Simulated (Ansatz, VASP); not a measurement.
# One calculation of CdS, two programs

```xyz
4
Lattice="3.8984 0.0000 0.0000 0.0000 5.5115 0.0000 0.0000 0.0000 3.8981" Properties=species:S:1:pos:R:3 pbc="T T T"
Cd    1.9492    2.7557    0.9474
Cd    0.0000    0.0000    2.9507
S     1.9492    0.0000    0.9946
S     0.0000    2.7557    2.9035
```

Alike in both runs: task single point; functional r2SCAN; k mesh 6 × 4 × 6; occupations fermi-dirac, width 0.02 eV; no spin polarisation.

|  | VASP | Ansatz |
| --- | --- | --- |
| version | VASP 6.6.1 | Ansatz 0.2.0 |
| potentials or method | VASP PAW PBE potentials, release 64 (Cd, S), cutoff 520 eV | plane waves, PAW |
| valence electrons in the cell | 36 | 52 |

|  | VASP | Ansatz | Ansatz less VASP |
| --- | --- | --- | --- |
| pressure (GPa) | -2.1 | -2.5 | -0.41 |

VASP's potentials were made for PBE, not for r2SCAN. VASP's potentials hold 36 valence electrons a cell and Ansatz's 52, so a difference there can come from the potentials and not from the codes.
